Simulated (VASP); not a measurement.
# BAs (F-43m) in VASP: single point with PBE

Aim: the single point of BAs with PBE.

All numbers are computed with VASP 6.6.1; they aren't measurements. Logs are shortened: lines on timing, memory, paths and dates and some standing lists are left out, and cuts for length are marked.

## Step 1: The cell of the first run

The structure is cubic, space group F-43m (No. 216). The conventional cell has a = 4.809 Å, b = 4.809 Å, c = 4.809 Å, α = 90.00°, β = 90.00°, γ = 90.00°. Within 2.8 Å of B (site symmetry -43m) lie 4 As at 2.08 Å. As (site symmetry -43m) has 4 B at 2.08 Å within 2.8 Å.

## Step 2: Single point, PBE

Contents of INCAR:

```
ALGO = Normal ; EDIFF = 1E-6
ENCUT = 500 ; GGA = PE
GGA_COMPAT = False ; ISIF = 2
ISMEAR = 0 ; LASPH = True
LCHARG = True ; LELF = True
LREAL = Auto ; LVHAR = True
LWAVE = False ; NBANDS = 141
NELM = 120 ; PREC = Accurate
SIGMA = 0.01
```

Contents of KPOINTS:

```
Automatic mesh
0
Gamma
  1 1 1
  0.25 0.25 0.25
```

Contents of POSCAR:

```
BAs
1.0
    0.0000000000      7.2140126950      7.2140126950
    7.2140126950      0.0000000000      7.2140126950
    7.2140126950      7.2140126950      0.0000000000
B As
27 27
Direct
    0.2500000000      0.2500000000      0.2500000000
    0.2500000000      0.2500000000      0.5833333333
    0.2500000000      0.2500000000      0.9166666667
    0.2500000000      0.5833333333      0.2500000000
    0.2500000000      0.5833333333      0.5833333333
    0.2500000000      0.5833333333      0.9166666667
    0.2500000000      0.9166666667      0.2500000000
    0.2500000000      0.9166666667      0.5833333333
    0.2500000000      0.9166666667      0.9166666667
    0.5833333333      0.2500000000      0.2500000000
    0.5833333333      0.2500000000      0.5833333333
    0.5833333333      0.2500000000      0.9166666667
    0.5833333333      0.5833333333      0.2500000000
    0.5833333333      0.5833333333      0.5833333333
    0.5833333333      0.5833333333      0.9166666667
    0.5833333333      0.9166666667      0.2500000000
    0.5833333333      0.9166666667      0.5833333333
    0.5833333333      0.9166666667      0.9166666667
    0.9166666667      0.2500000000      0.2500000000
    0.9166666667      0.2500000000      0.5833333333
    0.9166666667      0.2500000000      0.9166666667
    0.9166666667      0.5833333333      0.2500000000
    0.9166666667      0.5833333333      0.5833333333
    0.9166666667      0.5833333333      0.9166666667
    0.9166666667      0.9166666667      0.2500000000
    0.9166666667      0.9166666667      0.5833333333
    0.9166666667      0.9166666667      0.9166666667
    0.0000000000      0.0000000000      0.0000000000
    0.0000000000      0.0000000000      0.3333333333
    0.0000000000      0.0000000000      0.6666666667
    0.0000000000      0.3333333333      0.0000000000
    0.0000000000      0.3333333333      0.3333333333
    0.0000000000      0.3333333333      0.6666666667
    0.0000000000      0.6666666667      0.0000000000
    0.0000000000      0.6666666667      0.3333333333
    0.0000000000      0.6666666667      0.6666666667
    0.3333333333      0.0000000000      0.0000000000
    0.3333333333      0.0000000000      0.3333333333
    0.3333333333      0.0000000000      0.6666666667
    0.3333333333      0.3333333333      0.0000000000
    0.3333333333      0.3333333333      0.3333333333
    0.3333333333      0.3333333333      0.6666666667
    0.3333333333      0.6666666667      0.0000000000
    0.3333333333      0.6666666667      0.3333333333
    0.3333333333      0.6666666667      0.6666666667
    0.6666666667      0.0000000000      0.0000000000
    0.6666666667      0.0000000000      0.3333333333
    0.6666666667      0.0000000000      0.6666666667
    0.6666666667      0.3333333333      0.0000000000
    0.6666666667      0.3333333333      0.3333333333
    0.6666666667      0.3333333333      0.6666666667
    0.6666666667      0.6666666667      0.0000000000
    0.6666666667      0.6666666667      0.3333333333
    0.6666666667      0.6666666667      0.6666666667
```

Potentials or basis: VASP PAW PBE potentials, release 64 (B, As).

On the command line:

```bash
cat potpaw_PBE.64/B/POTCAR potpaw_PBE.64/As/POTCAR > POTCAR
mpirun -np 1 vasp_std > vasp.out
```

OUTCAR:

```text
EDIFF = 1E-6
   ENCUT = 500
   GGA = PE
   ISIF = 2
   ISMEAR = 0
   LASPH = True
   LREAL = Auto
   NELM = 120
   PREC = Accurate

 ion  position               nearest neighbor table
   1  0.250  0.250  0.250-  41 2.08  38 2.08  40 2.08  32 2.08
   2  0.250  0.250  0.583-  33 2.08  39 2.08  41 2.08  42 2.08
   3  0.250  0.250  0.917-  40 2.08  37 2.08  31 2.08  42 2.08
   4  0.250  0.583  0.250-  35 2.08  41 2.08  43 2.08  44 2.08
   5  0.250  0.583  0.583-  36 2.08  42 2.08  44 2.08  45 2.08
   6  0.250  0.583  0.917-  34 2.08  40 2.08  43 2.08  45 2.08
[... 46 lines left out ...]
  53  0.667  0.667  0.333-  14 2.08  16 2.08  22 2.08  13 2.08
  54  0.667  0.667  0.667-  15 2.08  17 2.08  23 2.08  14 2.08

  LATTYP: Found a face centered cubic cell.
 ALAT       =    14.4280253900

  Lattice vectors:

 A1 = (   0.0000000000,   7.2140126950,   7.2140126950)
 A2 = (   7.2140126950,   0.0000000000,   7.2140126950)
 A3 = (   7.2140126950,   7.2140126950,   0.0000000000)

Analysis of symmetry for initial positions (statically):
=====================================================================
 Subroutine PRICEL returns following result:

  LATTYP: Found a face centered cubic cell.
 ALAT       =     4.8093417962

  Lattice vectors:

 A1 = (   0.0000000000,   2.4046708981,   2.4046708981)
 A2 = (   2.4046708981,   0.0000000000,   2.4046708981)
 A3 = (   2.4046708981,   2.4046708981,   0.0000000000)

  27 primitive cells build up your supercell.

 Routine SETGRP: Setting up the symmetry group for a
 face centered cubic supercell.

 Subroutine GETGRP returns: Found 24 space group operations
 (whereof 24 operations were pure point group operations)
 out of a pool of 48 trial point group operations.

The static configuration has the point symmetry T_d .

Analysis of symmetry for dynamics (positions and initial velocities):
=====================================================================
 Subroutine PRICEL returns following result:

  LATTYP: Found a face centered cubic cell.
 ALAT       =     4.8093417962

  Lattice vectors:

 A1 = (   0.0000000000,   2.4046708981,   2.4046708981)
 A2 = (   2.4046708981,   0.0000000000,   2.4046708981)
 A3 = (   2.4046708981,   2.4046708981,   0.0000000000)

  27 primitive cells build up your supercell.

 Routine SETGRP: Setting up the symmetry group for a
 face centered cubic supercell.

 Subroutine GETGRP returns: Found 24 space group operations
 (whereof 24 operations were pure point group operations)
 out of a pool of 48 trial point group operations.

The dynamic configuration has the point symmetry T_d .

 Subroutine INISYM returns: Found 24 space group operations
 (whereof 24 operations are pure point group operations),
 and found    27 'primitive' translations

----------------------------------------------------------------------------------------

                                     Primitive cell

  volume of cell :      27.8097

  direct lattice vectors                    reciprocal lattice vectors
     0.000000000  2.404670898  2.404670898    -0.207928661  0.207928661  0.207928661
     2.404670898  0.000000000  2.404670898     0.207928661 -0.207928661  0.207928661
     2.404670898  2.404670898  0.000000000     0.207928661  0.207928661 -0.207928661

  length of vectors
     3.400718197  3.400718197  3.400718197     0.360143005  0.360143005  0.360143005

  position of ions in fractional coordinates (direct lattice)
     0.750000000  0.750000000  0.750000000
     1.000000000  1.000000000  1.000000000

  ion indices of the primitive-cell ions
   primitive index   ion index
                 1           1
                 2          41

----------------------------------------------------------------------------------------

 KPOINTS: Automatic mesh

Automatic generation of k-mesh.
 Grid dimensions read from file:
 generate k-points for:    1    1    1

 Generating k-lattice:

  Cartesian coordinates                     Fractional coordinates (reciprocal lattice)
    -0.069309554  0.069309554  0.069309554     1.000000000  0.000000000  0.000000000
     0.069309554 -0.069309554  0.069309554     0.000000000  1.000000000  0.000000000
     0.069309554  0.069309554 -0.069309554     0.000000000  0.000000000  1.000000000

  Length of vectors
     0.120047668  0.120047668  0.120047668

  Shift w.r.t. Gamma in fractional coordinates (k-lattice)
     0.250000000  0.250000000  0.250000000

 Subroutine IBZKPT returns following result:
 ===========================================

 Found      1 irreducible k-points:

 Following reciprocal coordinates:
            Coordinates               Weight
  0.250000  0.250000  0.250000      8.000000
   k-points           NKPTS =      1   k-points in BZ     NKDIM =      1   number of bands    NBANDS=    141
   number of dos      NEDOS =    301   number of ions     NIONS =     54
   total plane-waves  NPLWV = 512000
   dimension x,y,z NGX =    80 NGY =   80 NGZ =   80
   dimension x,y,z NGXF=   160 NGYF=  160 NGZF=  160
   ions per type =              27  27
   NGX,Y,Z   is equivalent  to a cutoff of  13.04, 13.04, 13.04 a.u.
   NGXF,Y,Z  is equivalent  to a cutoff of  26.07, 26.07, 26.07 a.u.
 SYSTEM =  unknown system
   PREC   = accura    normal or accurate (medium, high low for compatibility)
   ISTART =      0    job   : 0-new  1-cont  2-samecut
   ICHARG =      2    charge: 1-file 2-atom 10-const
   ISPIN  =      1    spin polarized calculation?
   LNONCOLLINEAR =      F non collinear calculations
   LSORBIT =      F    spin-orbit coupling
   LASPH  =      T    aspherical Exc in radial PAW
   ENCUT  =  500.0 eV  36.75 Ry    6.06 a.u.  18.60 18.60 18.60*2*pi/ulx,y,z
   NELM   =    120;   NELMIN=  2; NELMDL= -5     # of ELM steps
   EDIFF  = 0.1E-05   stopping-criterion for ELM
   LREAL  =      T    real-space projection
   EDIFFG = 0.1E-04   stopping-criterion for IOM
   NSW    =      0    number of steps for IOM
   IBRION =     -1    ionic relax: 0-MD 1-quasi-New 2-CG
   NFREE  =      0    steps in history (QN), initial steepest desc. (CG)
   ISIF   =      2    stress and relaxation
   ISYM   =      2    0-nonsym 1-usesym 2-fastsym
   POTIM  = 0.5000    time-step for ionic-motion
   TEBEG  =    0.0;   TEEND  =   0.0 temperature during run
   PSTRESS=    0.0 pullay stress
   NELECT =     216.0000    total number of electrons
   NUPDOWN=      -1.0000    fix difference up-down
   EMIN   =  10.00;   EMAX   =-10.00  energy-range for DOS
   EFERMI =   0.00;   METHOD = LEGACY
   ISMEAR =     0;   SIGMA  =   0.01  broadening in eV -4-tet -1-fermi 0-gaus
   EFERMI_NEDOS =   21; number of points for ismear=-14 and -15
   IALGO  =     38    algorithm
   IMIX   =      4    mixing-type and parameters
     AMIX     =   0.40;   BMIX     =  1.00
     AMIX_MAG =   1.60;   BMIX_MAG =  1.00
  volume/ion in A,a.u.               =      13.90        93.83
  Fermi-wavevector in a.u.,A,eV,Ry     =   1.080702  2.042230 15.890465  1.167916
  Thomas-Fermi vector in A             =   2.216699
   LORBIT       =      0    0 simple, 1 ext, 2 COOP (PROOUT), +10 PAW based schemes
   GGA     = PE    functional components
   LHFCALC =     F    Hartree Fock is set to
   AEXX    =    0.0000 exact exchange contribution
   IVDW    =     0    specifies the selected vdW correction
   LEPSILON=     F    determine dielectric tensor
   LRPA    =     F    only Hartree local field effects (RPA)
 non-spin polarized calculation
 Gauss-broadening in eV      SIGMA  =   0.01
  energy-cutoff  :      500.00
  volume of cell :      750.86
 maximum number of plane-waves:     19071
 NGX is ok and might be reduce to    80
   NGX = 37   NGY = 37   NGZ = 37

 number of electron     215.9999999 magnetization

 Free energy of the ion-electron system (eV)
  ---------------------------------------------------
  ext. energy  EPLUGINS =         0.00000000
  ---------------------------------------------------
  free energy    TOTEN  =      -300.17832604 eV

  energy without entropy =     -300.17832604  energy(sigma->0) =     -300.17832604

 E-fermi :   5.7898     XC(G=0): -10.4713

 val. band max:        5.7369037750   @ k =   0.2500   0.2500   0.2500
 cond. band min:       7.4744388032   @ k =   0.2500   0.2500   0.2500
 fundamental gap:      1.7375350281
 Fermi energy:         5.7897836518

 k-point     1 :       0.2500    0.2500    0.2500
  band No.  band energies     occupation
      1      -9.1683      2.00000
      2      -8.2981      2.00000
      3      -7.7482      2.00000
      4      -7.7482      2.00000
      5      -7.7482      2.00000
      6      -7.4365      2.00000
[... 112 lines left out ...]
    119       8.8554      0.00000
    120       8.8554      0.00000
 [bands above 120 left out]

------------------------ aborting loop because EDIFF is reached ----------------------------------------

  FORCE on cell =-STRESS in cart. coord.  units (eV):
  Direction    XX          YY          ZZ          XY          YZ          ZX
  --------------------------------------------------------------------------------------
  -------------------------------------------------------------------------------------
  Total        8.0457473      8.0457473      8.0457473      0.0000000     -0.0000000      0.0000000
  in kB       17.1678642     17.1678642     17.1678642      0.0000000     -0.0000000      0.0000000
  external PRESSURE =      17.1678642 kB  Pullay stress =       0.0000000 kB

 VOLUME and BASIS-vectors are now :
 -----------------------------------------------------------------------------
  energy-cutoff  :      500.00
  volume of cell :      750.86
      direct lattice vectors                 reciprocal lattice vectors
     0.000000000  7.214012695  7.214012695    -0.069309554  0.069309554  0.069309554
     7.214012695  0.000000000  7.214012695     0.069309554 -0.069309554  0.069309554
     7.214012695  7.214012695  0.000000000     0.069309554  0.069309554 -0.069309554

 POSITION                                       TOTAL-FORCE (eV/Angst)
 -----------------------------------------------------------------------------------
      3.60701      3.60701      3.60701         0.000000      0.000000      0.000000
      6.01168      6.01168      3.60701         0.000000     -0.000000      0.000000
      8.41635      8.41635      3.60701         0.000000      0.000000      0.000000
      6.01168      3.60701      6.01168         0.000000      0.000000      0.000000
      8.41635      6.01168      6.01168         0.000000      0.000000      0.000000
     10.82102      8.41635      6.01168         0.000000      0.000000      0.000000
[... 46 lines left out ...]
      7.21401      7.21401      9.61868        -0.000000     -0.000000     -0.000000
      9.61868      9.61868      9.61868         0.000000     -0.000000     -0.000000
 -----------------------------------------------------------------------------------
    total drift:                                0.000001      0.000001      0.000001

  FREE ENERGIE OF THE ION-ELECTRON SYSTEM (eV)
  ---------------------------------------------------
  free  energy   TOTEN  =      -300.1783260385 eV

  energy  without entropy=     -300.1783260385  energy(sigma->0) =     -300.17832604
```

It took 8.2 min on 1 thread of AMD EPYC 7R13, shared host; peak memory 0.9 GiB.

Results:

```yaml
Free_energy: -300.1783 eV
Pressure: 1.7 GPa
Band_gap_on_the_k_mesh: 1.74 eV
```

Caveat: the k points lie up to 0.75 Å⁻¹ apart; a shifted mesh leaves out Γ, where band edges can lie. A k mesh can miss the band edges.
